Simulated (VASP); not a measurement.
A run of VASP 6.6.1 is set up as follows.

The input INCAR:

```
SYSTEM = S
PREC = Accurate
ENCUT = 600
EDIFF = 1E-6
ISMEAR = 0
SIGMA = 0.02
LREAL = .FALSE.
LASPH = .TRUE.
NELM = 100
ALGO = Normal
ISIF = 3
LWAVE = .FALSE.
LCHARG = .FALSE.
GGA = PE
IBRION = 2
NSW = 100
EDIFFG = -0.01
```

Contents of KPOINTS:

```
regular mesh
0
G
  8 6 4
  0 0 0
```

File POSCAR:

```
S
1.0
    4.4085619489      0.0000000000      0.0000000000
    2.1999312174      5.2002759320      0.0000000000
    1.7695534921     -0.0134775151      8.5596744237
S
6
Direct
    0.7984653814      0.4170286532      0.6155881886
    0.6842209421      0.6248036049      0.1163568482
    0.0215985959      0.7429095806      0.9612432872
    0.2163927892      0.9058771561      0.1014298455
    0.6131292472      0.1356146126      0.5983746083
    0.2532278534      0.3004753739      0.4597085050
```

Potentials or basis: VASP PAW PBE potentials, release 64 (S).

Command:

```console
$ cat potpaw_PBE.64/S/POTCAR > POTCAR
$ mpirun -np 1 vasp_std > vasp.out
```

Q: Estimate the relaxed volume.

A: 33.90 Å³/atom.

Q: Predict the space group after relaxing (to 0.05 Å).

A: P1 (No. 1).

Q: Predict the relaxed cell.

A: a = 4.403 Å, b = 5.753 Å, c = 8.909 Å, α = 85.43°, β = 77.47°, γ = 67.41°.

Forces on the atoms (eV/Å):
```
S    0.004  0.001 -0.007
S    0.005  0.000 -0.001
S    0.004  0.001 -0.003
S   -0.008 -0.001  0.002
S   -0.005 -0.001 -0.001
S   -0.001 -0.001  0.010
```
